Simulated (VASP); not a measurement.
Write the native input for VASP 6.6.1 that does the following.

```yaml
Task: single point
Functional: PBEsol
Potentials_or_basis: VASP PAW PBE potentials, release 64 (Ir_sv_GW)
Cutoff: 560 eV
k_mesh: 8 × 6 × 6
Occupations: gaussian, width 0.1 eV
Spin: no spin polarisation
Dipole_correction: no
Further_INCAR_settings: ALGO = Normal; EDIFF = 1e-06; NBANDS = 78
```

The structure of Ir lies in POSCAR:

```
Ir
1.0
    0.0000000000      0.0000000000      4.4194848116
    2.7154584167     -4.7033119437      0.0000000000
    2.7154584168      4.7033119436      0.0000000000
Ir
8
Direct
    0.2500000000      0.3333333333      0.1666666667
    0.2500000000      0.8333333333      0.1666666667
    0.2500000000      0.3333333333      0.6666666667
    0.2500000000      0.8333333333      0.6666666667
    0.7500000000      0.6666666667      0.3333333333
    0.7500000000      0.1666666667      0.3333333333
    0.7500000000      0.6666666667      0.8333333333
    0.7500000000      0.1666666667      0.8333333333
```

This isn't the form of Ir at room conditions, which is fcc.

These files were run (other wordings do the same):

INCAR

```
PREC = Accurate
ENCUT = 560
EDIFF = 1E-6
ISMEAR = 0
SIGMA = 0.1
LREAL = F
LASPH = T
NELM = 120
ALGO = Normal
ISIF = 2
LWAVE = F
LCHARG = F
GGA = PS
NBANDS = 78
GGA_COMPAT = F
```

KPOINTS

```
Automatic mesh
0
Gamma
  8 6 6
```

Potentials or basis: VASP PAW PBE potentials, release 64 (Ir_sv_GW).

The run is started by

```sh
$ cat potpaw_PBE.64/Ir_sv_GW/POTCAR > POTCAR
$ mpirun -np 1 vasp_std > vasp.out
```

It gave:

- Pressure: -1.9 GPa
- Band gap on the k mesh: zero (bands 68 and 69 overlap by 1.35 eV)

Caveat: the PAW data sets were made with another functional, which shifts forces and pressure a little; spin-orbit coupling is left out, which moves the levels of the heavy elements.

Wall time 2.4 min on 1 thread of Intel(R) Xeon(R) 6975P-C (Granite Rapids), with other jobs on the host, peak memory 0.39 GiB.
